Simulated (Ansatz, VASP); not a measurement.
P in VASP and in Ansatz

Contents of INCAR:

```
PREC     = Accurate       # precision mode
ENCUT    = 520            # plane-wave cutoff, eV
EDIFF    = 1E-6           # SCF threshold, eV
ISMEAR   = 1              # smearing method
SIGMA    = 0.2            # smearing width, eV
LREAL    = False          # projectors in reciprocal space
LASPH    = True           # aspherical terms in the spheres
NELM     = 80             # most SCF steps
ALGO     = Normal         # electronic algorithm
ISIF     = 2              # what is computed and relaxed
LWAVE    = False          # write WAVECAR
LCHARG   = False          # write CHGCAR
GGA      = PE             # functional
NBANDS   = 18             # bands
```

File KPOINTS:

```
regular mesh
0
Gamma
  10 10 7
```

The input POSCAR:

```
P
1.0
    1.6601582724     -5.6150920368      0.0000000000
    1.6601582724      5.6150920368      0.0000000000
    0.0000000000      0.0000000000      4.5441911093
P
4
Direct
    0.0944674488      0.9055325512      0.9141610962
    0.5944674488      0.4055325512      0.5858389038
    0.9055325512      0.0944674488      0.0858389038
    0.4055325512      0.5944674488      0.4141610962
```

Input for Ansatz:

```yaml
crystal:
  lattice:
    - [1.6601582724, -5.6150920368, 0.0]
    - [1.6601582724, 5.6150920368, 0.0]
    - [0.0, 0.0, 4.5441911093]
  atoms:
    - { symbol: P, position: [0.0944674488, 0.9055325512, 0.9141610962] }
    - { symbol: P, position: [0.5944674488, 0.4055325512, 0.5858389038] }
    - { symbol: P, position: [0.9055325512, 0.0944674488, 0.0858389038] }
    - { symbol: P, position: [0.4055325512, 0.5944674488, 0.4141610962] }
hamiltonian:
  xc: pbe
  pseudopotentials:
    kind: paw
    azcp:
      P: "pseudopotentials/P.paw.azcp"
basis:
  ecutwfc: 420
  fft_grid_basis: typed
kpoints:
  mp_grid: { grid: [10, 10, 7], shift: [0, 0, 0] }
magnetization:
  spin_polarized: false
scf:
  occupations: { method: methfessel_paxton, width: 0.2 }
  lower_state_search: "off"
output:
  stress: true
```

Alike in both runs: task single point; functional PBE; k mesh 10 × 10 × 7; occupations methfessel-paxton of order 1, width 0.2 eV; no spin polarisation.

|  | VASP | Ansatz |
| --- | --- | --- |
| version | VASP 6.6.1 | Ansatz 0.2.0 |
| potentials or method | VASP PAW PBE potentials, release 64 (P), cutoff 520 eV | plane waves (420 eV) with PAW, scalar-relativistic |
| valence electrons in the cell | 20 | 20 |

|  | VASP | Ansatz | Ansatz less VASP |
| --- | --- | --- | --- |
| pressure (GPa) | -0.4 | -0.1 | +0.31 |
| traceless stress, the component that is largest in VASP (GPa) | -0.34 | -0.35 | -0.010 |
